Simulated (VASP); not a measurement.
# Pd (Fm-3m) in VASP: further runs

Pd is run at these levels: PBE; tasks: single point, relaxation of cell and atoms.

Program: VASP 6.6.1. These are calculated values, not measurements. Logs are shortened: lines on timing, memory, paths and dates and some standing lists are left out, and cuts for length are marked.

### 1 The cell of the first run

Symmetry: Fm-3m, No. 225, cubic system. The conventional cell has a = 3.942 Å, b = 3.942 Å, c = 3.942 Å, α = 90.00°, β = 90.00°, γ = 90.00°. Within 3.7 Å of Pd (site symmetry m-3m) lie 12 Pd at 2.79 Å.

### 2 Single point, PBE

The input, INCAR:

```
PREC = Accurate
ENCUT = 520
EDIFF = 1E-7
ISMEAR = 0
SIGMA = 0.1
LREAL = F
LASPH = T
NELM = 60
ALGO = Normal
ISIF = 2
LWAVE = F
LCHARG = T
GGA = PE
LELF = T
LVHAR = T
NBANDS = 11
```

The input, KPOINTS:

```
Automatic mesh
0
Gamma
  18 18 18
```

The input, POSCAR:

```
Pd
1.0
    0.0000000000      1.9711248750      1.9711248750
    1.9711248750      0.0000000000      1.9711248750
    1.9711248750      1.9711248750      0.0000000000
Pd
1
Direct
    0.0000000000      0.0000000000      0.0000000000
```

Potentials or basis: VASP PAW PBE potentials, release 64 (Pd).

Started as:

```sh
$ cat potpaw_PBE.64/Pd/POTCAR > POTCAR
$ mpirun -np 1 vasp_std > vasp.out
```

OUTCAR:

```text
PREC = Accurate
   ENCUT = 520
   EDIFF = 1E-7
   ISMEAR = 0
   LREAL = F
   LASPH = T
   NELM = 60
   ISIF = 2
   GGA = PE

 ion  position               nearest neighbor table
   1  0.000  0.000  0.000-

  LATTYP: Found a face centered cubic cell.
 ALAT       =     3.9422497500

  Lattice vectors:

 A1 = (   0.0000000000,   1.9711248750,   1.9711248750)
 A2 = (   1.9711248750,   0.0000000000,   1.9711248750)
 A3 = (   1.9711248750,   1.9711248750,   0.0000000000)

Analysis of symmetry for initial positions (statically):
=====================================================================
 Subroutine PRICEL returns:
 Original cell was already a primitive cell.

 Routine SETGRP: Setting up the symmetry group for a
 face centered cubic supercell.

 Subroutine GETGRP returns: Found 48 space group operations
 (whereof 48 operations were pure point group operations)
 out of a pool of 48 trial point group operations.

The static configuration has the point symmetry O_h .

Analysis of symmetry for dynamics (positions and initial velocities):
=====================================================================
 Subroutine PRICEL returns:
 Original cell was already a primitive cell.

 Routine SETGRP: Setting up the symmetry group for a
 face centered cubic supercell.

 Subroutine GETGRP returns: Found 48 space group operations
 (whereof 48 operations were pure point group operations)
 out of a pool of 48 trial point group operations.

The dynamic configuration has the point symmetry O_h .

 Subroutine INISYM returns: Found 48 space group operations
 (whereof 48 operations are pure point group operations),
 and found     1 'primitive' translations

----------------------------------------------------------------------------------------

                                     Primitive cell

  volume of cell :      15.3170

  direct lattice vectors                    reciprocal lattice vectors
     0.000000000  1.971124875  1.971124875    -0.253662265  0.253662265  0.253662265
     1.971124875  0.000000000  1.971124875     0.253662265 -0.253662265  0.253662265
     1.971124875  1.971124875  0.000000000     0.253662265  0.253662265 -0.253662265

  length of vectors
     2.787591531  2.787591531  2.787591531     0.439355931  0.439355931  0.439355931

  position of ions in fractional coordinates (direct lattice)
     0.000000000  0.000000000  0.000000000

  ion indices of the primitive-cell ions
   primitive index   ion index
                 1           1

----------------------------------------------------------------------------------------

 KPOINTS: Automatic mesh

Automatic generation of k-mesh.
 Grid dimensions read from file:
 generate k-points for:   18   18   18

 Generating k-lattice:

  Cartesian coordinates                     Fractional coordinates (reciprocal lattice)
    -0.014092348  0.014092348  0.014092348     0.055555556  0.000000000  0.000000000
     0.014092348 -0.014092348  0.014092348     0.000000000  0.055555556  0.000000000
     0.014092348  0.014092348 -0.014092348     0.000000000  0.000000000  0.055555556

  Length of vectors
     0.024408663  0.024408663  0.024408663

  Shift w.r.t. Gamma in fractional coordinates (k-lattice)
     0.000000000  0.000000000  0.000000000

 Subroutine IBZKPT returns following result:
 ===========================================

 Found    195 irreducible k-points:

 Following reciprocal coordinates:
            Coordinates               Weight
  0.000000  0.000000  0.000000      1.000000
  0.055556  0.000000  0.000000      8.000000
  0.111111  0.000000  0.000000      8.000000
  0.166667  0.000000  0.000000      8.000000
  0.222222  0.000000  0.000000      8.000000
  0.277778  0.000000  0.000000      8.000000
[... 16 lines left out ...]
 -0.277778  0.055556  0.000000     24.000000
 -0.222222  0.055556  0.000000     24.000000
 [... further k-points ...]
   k-points           NKPTS =    195   k-points in BZ     NKDIM =    195   number of bands    NBANDS=     11
   number of dos      NEDOS =    301   number of ions     NIONS =      1
   total plane-waves  NPLWV =  13824
   dimension x,y,z NGX =    24 NGY =   24 NGZ =   24
   dimension x,y,z NGXF=    48 NGYF=   48 NGZF=   48
   ions per type =               1
   NGX,Y,Z   is equivalent  to a cutoff of  14.31, 14.31, 14.31 a.u.
   NGXF,Y,Z  is equivalent  to a cutoff of  28.63, 28.63, 28.63 a.u.
 SYSTEM =  unknown system
   PREC   = accura    normal or accurate (medium, high low for compatibility)
   ISTART =      0    job   : 0-new  1-cont  2-samecut
   ICHARG =      2    charge: 1-file 2-atom 10-const
   ISPIN  =      1    spin polarized calculation?
   LNONCOLLINEAR =      F non collinear calculations
   LSORBIT =      F    spin-orbit coupling
   LASPH  =      T    aspherical Exc in radial PAW
   ENCUT  =  520.0 eV  38.22 Ry    6.18 a.u.   5.18  5.18  5.18*2*pi/ulx,y,z
   NELM   =     60;   NELMIN=  2; NELMDL= -5     # of ELM steps
   EDIFF  = 0.1E-06   stopping-criterion for ELM
   LREAL  =      F    real-space projection
   EDIFFG = 0.1E-05   stopping-criterion for IOM
   NSW    =      0    number of steps for IOM
   IBRION =     -1    ionic relax: 0-MD 1-quasi-New 2-CG
   NFREE  =      0    steps in history (QN), initial steepest desc. (CG)
   ISIF   =      2    stress and relaxation
   ISYM   =      2    0-nonsym 1-usesym 2-fastsym
   POTIM  = 0.5000    time-step for ionic-motion
   TEBEG  =    0.0;   TEEND  =   0.0 temperature during run
   PSTRESS=    0.0 pullay stress
   NELECT =      10.0000    total number of electrons
   NUPDOWN=      -1.0000    fix difference up-down
   EMIN   =  10.00;   EMAX   =-10.00  energy-range for DOS
   EFERMI =   0.00;   METHOD = LEGACY
   ISMEAR =     0;   SIGMA  =   0.10  broadening in eV -4-tet -1-fermi 0-gaus
   EFERMI_NEDOS =   21; number of points for ismear=-14 and -15
   IALGO  =     38    algorithm
   IMIX   =      4    mixing-type and parameters
     AMIX     =   0.40;   BMIX     =  1.00
     AMIX_MAG =   1.60;   BMIX_MAG =  1.00
  volume/ion in A,a.u.               =      15.32       103.36
  Fermi-wavevector in a.u.,A,eV,Ry     =   1.420204  2.683796 27.442666  2.016979
  Thomas-Fermi vector in A             =   2.541144
   LORBIT       =      0    0 simple, 1 ext, 2 COOP (PROOUT), +10 PAW based schemes
   GGA     = PE    functional components
   LHFCALC =     F    Hartree Fock is set to
   AEXX    =    0.0000 exact exchange contribution
   IVDW    =     0    specifies the selected vdW correction
   LEPSILON=     F    determine dielectric tensor
   LRPA    =     F    only Hartree local field effects (RPA)
 non-spin polarized calculation
 Gauss-broadening in eV      SIGMA  =   0.10
  energy-cutoff  :      520.00
  volume of cell :       15.32
 maximum number of plane-waves:       424
 NGX is ok and might be reduce to    24
   NGX = 11   NGY = 11   NGZ = 11

 number of electron      10.0000000 magnetization

 Free energy of the ion-electron system (eV)
  ---------------------------------------------------
  ext. energy  EPLUGINS =         0.00000000
  ---------------------------------------------------
  free energy    TOTEN  =        -5.22597384 eV

  energy without entropy =       -5.21374302  energy(sigma->0) =       -5.21985843

 E-fermi :   9.1533     XC(G=0): -12.9507

 val. band max:        9.1519072422   @ k =  -0.4444   0.3889   0.1111
 cond. band min:       9.1592749337   @ k =  -0.3889   0.3889   0.0556
 fundamental gap:      0.0073676915
 Fermi energy:         9.1532833408

 k-point     1 :       0.0000    0.0000    0.0000
  band No.  band energies     occupation
      1       2.3079      2.00000
      2       6.4859      2.00000
      3       6.4859      2.00000
      4       6.4859      2.00000
      5       7.9999      2.00000
      6       7.9999      2.00000
      7      26.3266      0.00000
      8      30.8898      0.00000
      9      30.8898      0.00000
     10      30.8898      0.00000
     11      35.4759      0.00000

 k-point     2 :       0.0556    0.0000    0.0000
  band No.  band energies     occupation
      1       2.4167      2.00000
      2       6.4484      2.00000
      3       6.5230      2.00000
      4       6.5230      2.00000
      5       7.9823      2.00000
      6       7.9823      2.00000
      7      26.4340      0.00000
      8      30.1287      0.00000
      9      31.0070      0.00000
     10      31.0070      0.00000
     11      35.5847      0.00000

 k-point     3 :       0.1111    0.0000    0.0000
  band No.  band energies     occupation
      1       2.7316      2.00000
      2       6.3549      2.00000
      3       6.6198      2.00000
      4       6.6198      2.00000
      5       7.9457      2.00000
      6       7.9457      2.00000
      7      26.6507      0.00000
      8      28.6068      0.00000
      9      31.3373      0.00000
     10      31.3373      0.00000
     11      36.0807      0.00000

 k-point     4 :       0.1667    0.0000    0.0000
  band No.  band energies     occupation
      1       3.2085      2.00000
      2       6.2678      2.00000
      3       6.7283      2.00000
      4       6.7283      2.00000
      5       7.9415      2.00000
      6       7.9415      2.00000
      7      26.1536      0.00000
      8      27.5611      0.00000
      9      31.8064      0.00000
     10      31.8064      0.00000
     11      34.9950      0.00000
[... 239 lines left out ...]
 k-point    22 :      -0.3333    0.0556    0.0000
  band No.  band energies     occupation
      1       4.3185      2.00000
      2       6.5683      2.00000
      3       6.6461      2.00000
      4       7.5852      2.00000
      5       8.4961      2.00000
      6       9.1969      0.53739
      7      19.6968      0.00000
      8      26.3928      0.00000
      9      29.8414      0.00000
     10      31.8884      0.00000
     11      34.8606      0.00000

 k-point    23 :      -0.2778    0.0556    0.0000
  band No.  band energies     occupation
      1       4.2672      2.00000
      2       6.6271      2.00000
      3       6.7514      2.00000
      4       6.8468      2.00000
      5       8.1626      2.00000
      6       8.7338      2.00000
      7      21.7241      0.00000
      8      26.8701      0.00000
      9      30.4422      0.00000
     10      33.2771      0.00000
     11      33.9491      0.00000

 k-point    24 :      -0.2222    0.0556    0.0000
  band No.  band energies     occupation
      1       3.9793      2.00000
      2       6.2809      2.00000
      3       6.7942      2.00000
      4       6.8254      2.00000
      5       7.8918      2.00000
      6       8.3855      2.00000
      7      23.7736      0.00000
      8      27.2636      0.00000
      9      30.9155      0.00000
     10      33.3837      0.00000
     11      33.6927      0.00000

 [... further k-points ...]
[... 5 lines left out ...]
  --------------------------------------------------------------------------------------
  -------------------------------------------------------------------------------------
  Total       -0.0289642     -0.0289642     -0.0289642      0.0000000      0.0000000     -0.0000000
  in kB       -3.0297052     -3.0297052     -3.0297052      0.0000000      0.0000000     -0.0000000
  external PRESSURE =      -3.0297052 kB  Pullay stress =       0.0000000 kB

 VOLUME and BASIS-vectors are now :
 -----------------------------------------------------------------------------
  energy-cutoff  :      520.00
  volume of cell :       15.32
      direct lattice vectors                 reciprocal lattice vectors
     0.000000000  1.971124875  1.971124875    -0.253662265  0.253662265  0.253662265
     1.971124875  0.000000000  1.971124875     0.253662265 -0.253662265  0.253662265
     1.971124875  1.971124875  0.000000000     0.253662265  0.253662265 -0.253662265

 POSITION                                       TOTAL-FORCE (eV/Angst)
 -----------------------------------------------------------------------------------
      0.00000      0.00000      0.00000        -0.000000     -0.000000      0.000000
 -----------------------------------------------------------------------------------
    total drift:                                0.000000      0.000000     -0.000000

  FREE ENERGIE OF THE ION-ELECTRON SYSTEM (eV)
  ---------------------------------------------------
  free  energy   TOTEN  =        -5.2259738444 eV

  energy  without entropy=       -5.2137430217  energy(sigma->0) =       -5.21985843
```

Run time: 11 s. Hardware: 1 thread of Intel Xeon 6975P-C (Granite Rapids), shared host; peak memory 0.16 GiB.

Results:

| Quantity | Value |
| --- | --- |
| Free energy | -5.2260 eV |
| Pressure | -0.3 GPa |
| Band gap on the k mesh | zero (band 5 reaches 9.43 eV, above the bottom of band 6 at 7.94 eV) |

Levels at points of the mesh, in eV from the Fermi level:
| k point | band 2 | band 3 | band 4 | band 5 | band 6 | band 7 | band 8 | band 9 |
| --- | --- | --- | --- | --- | --- | --- | --- | --- |
| (0.00, 0.00, 0.00) | -2.67 | -2.67 | -2.67 | -1.15 | -1.15 | 17.17 | 21.74 | 21.74 |
| (0.50, 0.00, 0.00) | -2.71 | -2.71 | -0.02 | -0.02 | 1.10 | 7.03 | 16.52 | 20.74 |
| (0.50, 0.50, 0.00) | -4.80 | -0.05 | 0.27 | 0.27 | 3.36 | 10.39 | 13.01 | 13.01 |

### 3 Relaxation of cell and atoms, PBE

This run uses another cell than the first one, of 15.03 Å³/atom, 0.981 times its volume.

The input, INCAR:

```
PREC = Accurate
ENCUT = 600
EDIFF = 1E-6
ISMEAR = 0
SIGMA = 0.1
LREAL = False
LASPH = True
NELM = 100
ALGO = Normal
ISIF = 3
LWAVE = False
LCHARG = False
GGA = PE
IBRION = 2
NSW = 100
EDIFFG = -0.005
```

The input, KPOINTS:

```
regular mesh
0
Gamma
  18 18 18
```

The input, POSCAR:

```
Pd
1.0
    0.0000000000      1.9586507875      1.9586507875
    1.9586507875      0.0000000000      1.9586507875
    1.9586507875      1.9586507875      0.0000000000
Pd
1
Direct
    0.0000000000      0.0000000000      0.0000000000
```

Potentials or basis: VASP PAW PBE potentials, release 64 (Pd).

Started as:

```sh
$ cat potpaw_PBE.64/Pd/POTCAR > POTCAR
$ mpirun -np 1 vasp_std > vasp.out
```

OUTCAR:

```text
PREC = Accurate
   ENCUT = 600
   EDIFF = 1E-6
   ISMEAR = 0
   LREAL = False
   LASPH = True
   NELM = 100
   ISIF = 3
   GGA = PE
   IBRION = 2
   NSW = 100
   EDIFFG = -0.005

 ion  position               nearest neighbor table
   1  0.000  0.000  0.000-

  LATTYP: Found a face centered cubic cell.
 ALAT       =     3.9173015750

  Lattice vectors:

 A1 = (   0.0000000000,   1.9586507875,   1.9586507875)
 A2 = (   1.9586507875,   0.0000000000,   1.9586507875)
 A3 = (   1.9586507875,   1.9586507875,   0.0000000000)

Analysis of symmetry for initial positions (statically):
=====================================================================
 Subroutine PRICEL returns:
[... 319 lines left out ...]
  free energy    TOTEN  =        -5.22593132 eV

  energy without entropy =       -5.21373652  energy(sigma->0) =       -5.21983392

 E-fermi :   9.1910     XC(G=0): -12.9650

 val. band max:        9.1896738488   @ k =  -0.4444   0.3889   0.1111
 cond. band min:       9.1970825131   @ k =  -0.3889   0.3889   0.0556
 fundamental gap:      0.0074086643
 Fermi energy:         9.1909812155

 k-point     1 :       0.0000    0.0000    0.0000
  band No.  band energies     occupation
      1       2.3284      2.00000
      2       6.5132      2.00000
      3       6.5132      2.00000
      4       6.5132      2.00000
      5       8.0331      2.00000
      6       8.0331      2.00000
      7      26.3661      0.00000
      8      30.9426      0.00000
      9      30.9426      0.00000
[... 265 lines left out ...]
 k-point    24 :      -0.2222    0.0556    0.0000
  band No.  band energies     occupation
      1       4.0020      2.00000
      2       6.3076      2.00000
      3       6.8226      2.00000
      4       6.8540      2.00000
      5       7.9244      2.00000
      6       8.4201      2.00000
      7      23.8311      0.00000
      8      27.3101      0.00000
      9      30.9814      0.00000

 [... further k-points ...]
[... 5 lines left out ...]
  --------------------------------------------------------------------------------------
  -------------------------------------------------------------------------------------
  Total        0.0029038      0.0029038      0.0029038      0.0000000      0.0000000     -0.0000000
  in kB        0.3044509      0.3044509      0.3044509      0.0000000      0.0000000     -0.0000000
  external PRESSURE =       0.3044509 kB  Pullay stress =       0.0000000 kB
[... 16 lines left out ...]
  FREE ENERGIE OF THE ION-ELECTRON SYSTEM (eV)
  ---------------------------------------------------
  free  energy   TOTEN  =        -5.2259313239 eV

  energy  without entropy=       -5.2137365229  energy(sigma->0) =       -5.21983392

 reached required accuracy - stopping structural energy minimisation
```

CONTCAR:

```text
Pd
   1.00000000000000
    -0.0000000000000000    1.9695961130216797    1.9695961130216797
     1.9695961130216797    0.0000000000000000    1.9695961130216797
     1.9695961130216797    1.9695961130216797    0.0000000000000000
  Pd
     1
Direct
     0.0000000000000000    0.0000000000000000    0.0000000000000000

  0.00000000E+00  0.00000000E+00  0.00000000E+00
```

Wall time 21 s (1 thread of Intel Xeon 6975P-C (Granite Rapids), shared host); peak memory 0.17 GiB.

What came out:

```
Free energy                            : -5.2259 eV
Relaxed volume                         : 15.28 Å³/atom
Relaxed cell                           : a = 2.785 Å, b = 2.785 Å, c = 2.785 Å, α = 60.00°, β = 60.00°, γ = 60.00°
Space group after relaxing (to 0.05 Å) : Fm-3m (No. 225)
Energy gained by relaxing              : 2.4 meV/atom
Ionic steps                            : 5
Pressure after relaxing                : 0.0 GPa
Band gap on the k mesh                 : zero (band 5 reaches 9.46 eV, above the bottom of band 6 at 7.97 eV)
```

The path:
| step | energy change (eV) | largest force (eV/Å) | pressure (GPa) | volume (Å³) |
| --- | --- | --- | --- | --- |
| 1 | 0.0000 | 0.0000 | 2.89 | 15.03 |
| 2 | 0.0015 | 0.0000 | -3.52 | 15.63 |
| 3 | -0.0024 | 0.0000 | -0.12 | 15.29 |
| 4 | -0.0023 | 0.0000 | 0.11 | 15.28 |
| 5 | -0.0024 | 0.0000 | 0.03 | 15.28 |

Final structure:
```
Pd
1.0
     0.00000    1.96960    1.96960
     1.96960    0.00000    1.96960
     1.96960    1.96960    0.00000
Pd
1
Direct
  0.00000 0.00000 0.00000
```

(Part 1 of 2 ends here.)
